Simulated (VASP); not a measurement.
Set up this calculation in VASP 6.6.1, as the native input.

```
Task                   : relaxation of shape and atoms at fixed volume
Functional             : PBE
Potentials or basis    : VASP PAW PBE potentials, release 64 (Mg, B)
Cutoff                 : 600 eV
k mesh                 : 15 × 15 × 12
Occupations            : gaussian, width 0.1 eV
Spin                   : no spin polarisation
Dipole correction      : no
Further INCAR settings : ALGO = Normal; EDIFF = 1e-07; IBRION = 2; EDIFFG = -0.01; NSW = 50; ISIF = 4
```

The structure of MgB2 lies in POSCAR:

```
MgB2
1.0
    3.0168408116      0.0000000000      0.0000000000
   -1.5084204058      2.6126607820      0.0000000000
    0.0000000000      0.0000000000      3.4446128624
Mg B
1 2
Direct
    0.0000000000      0.0000000000      0.0000000000
    0.3333333333      0.6666666667      0.5000000000
    0.6666666667      0.3333333333      0.5000000000
```

The input as run:

INCAR

```
ALGO = Normal
EDIFF = 1E-7
EDIFFG = -0.01
ENCUT = 600
GGA = PE
IBRION = 2
ISIF = 4
ISMEAR = 0
LASPH = T
LCHARG = F
LREAL = F
LWAVE = F
NELM = 60
NSW = 50
PREC = Accurate
SIGMA = 0.1
```

KPOINTS

```
k-points
0
Gamma
  15 15 12
```

Potentials or basis: VASP PAW PBE potentials, release 64 (Mg, B).

The run is started by

```bash
$ cat potpaw_PBE.64/Mg/POTCAR potpaw_PBE.64/B/POTCAR > POTCAR
$ mpirun -np 1 vasp_std > vasp.out
```

It gave:

The energy gained by relaxing is 0.3 meV/atom and the ionic steps are 3. The pressure after relaxing is 9.6 GPa. The band gap on the k mesh is zero (bands 4 and 5 overlap by 4.04 eV).

Wall time 92 s on 1 thread of Intel Xeon 8259CL, on a shared host, peak memory 0.19 GiB.
